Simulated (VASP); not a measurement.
Ti: single point with PBE

Ti:

```
CELL_PARAMETERS angstrom
0.00000 2.07019 2.07019
2.07019 0.00000 2.07019
2.07019 2.07019 0.00000
ATOMIC_POSITIONS crystal
Ti 0.00000 0.00000 0.00000
```

- Program: VASP 6.6.1
- Task: single point
- Functional: PBE
- Potentials or basis: VASP PAW PBE potentials, release 64 (Ti_sv)
- Cutoff: 520 eV
- k mesh: 23 × 23 × 23
- Occupations: fermi-dirac, width 0.0612256 eV
- Spin: no spin polarisation
- Dipole correction: no
- Further INCAR settings: ALGO = Normal; EDIFF = 1e-06; NBANDS = 12

```json
{
  "Pressure": "-2.3 GPa",
  "Band gap on the k mesh": "zero (band 6 reaches 8.86 eV, above the bottom of band 7 at 7.61 eV)"
}
```

Levels at points of the mesh, in eV from the Fermi level:
```csv
k point,band 2,band 3,band 4,band 5,band 6,band 7,band 8,band 9,band 10,band 11
"(0.00, 0.00, 0.00)",-32.63,-32.63,-32.63,-6.04,0.86,0.86,0.86,2.44,2.44,15.13
```

Wall time 34 s on 1 thread of Intel(R) Xeon(R) Platinum 8488C (Sapphire Rapids), with other jobs on the host, peak memory 0.2 GiB.
